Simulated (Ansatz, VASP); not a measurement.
WS2: VASP beside Ansatz

INCAR

```
  ALGO = Normal
  EDIFF = 1E-6
  ENCUT = 520
  GGA = PS
  ISIF = 2
  ISMEAR = 0
  LASPH = T
  LCHARG = F
  LREAL = F
  LWAVE = F
  NBANDS = 35
  NELM = 100
  PREC = Accurate
  SIGMA = 0.05
```

KPOINTS

```
k-points
0
Gamma
  12 12 2
```

POSCAR

```
WS2
1.0
    3.0599748907      0.0000000000      0.0000000000
   -1.5299874454      2.6500159903      0.0000000000
    0.0000000000      0.0000000000     12.3485284809
W S
2 4
Direct
    0.3333333333      0.6666666667      0.2500000000
    0.6666666667      0.3333333333      0.7500000000
    0.3333333333      0.6666666667      0.6462389580
    0.6666666667      0.3333333333      0.1462389580
    0.3333333333      0.6666666667      0.8537610420
    0.6666666667      0.3333333333      0.3537610420
```

Input for Ansatz:

```yaml
crystal:
  lattice:
    - [3.0599748907, 0.0, 0.0]
    - [-1.5299874454, 2.6500159903, 0.0]
    - [0.0, 0.0, 12.3485284809]
  atoms:
    - { symbol: W, position: [0.3333333333, 0.6666666667, 0.25] }
    - { symbol: W, position: [0.6666666667, 0.3333333333, 0.75] }
    - { symbol: S, position: [0.3333333333, 0.6666666667, 0.646238958] }
    - { symbol: S, position: [0.6666666667, 0.3333333333, 0.146238958] }
    - { symbol: S, position: [0.3333333333, 0.6666666667, 0.853761042] }
    - { symbol: S, position: [0.6666666667, 0.3333333333, 0.353761042] }
basis:
  ecutwfc: 420
kpoints:
  mp_grid: { grid: [12, 12, 2] }
hamiltonian:
  xc: pbesol
  pseudopotentials: { kind: paw, azcp: { folder: soft_1 } }
scf:
  occupations: { method: gaussian, width: 0.05 }
output:
  forces: true
  stress: true
  eigenvalues: true
  write_density: true
  write_potential: true
  elf: true
  volumetric_format: npy
```

Alike in both runs: task single point; functional PBEsol; k mesh 12 × 12 × 2; occupations gaussian, width 0.05 eV; no spin polarisation.

```csv
,VASP,Ansatz
version,VASP 6.6.1,Ansatz 0.2.0
potentials or method,"VASP PAW PBE potentials, release 64 (W_sv, S), cutoff 520 eV","scalar-relativistic, plane waves, PAW"
valence electrons in the cell,52,52
```

|  | VASP | Ansatz | Ansatz less VASP |
| --- | --- | --- | --- |
| gap on the k mesh at the Fermi level (eV) | none | none | - |
| rms of the force components (eV/Å) | 4.630 | 4.625 | -0.0053 |

VASP's potentials were made for PBE, not for PBEsol, and Ansatz warns of the same on its side. Atom by atom the forces differ by 0.005 eV/Å (rms over components). A gap of «none» marks a metal or a gap that the smearing closes. The functional is the same, so the differences come from potentials, cutoffs and numerics.

Neither program's run includes spin-orbit coupling.
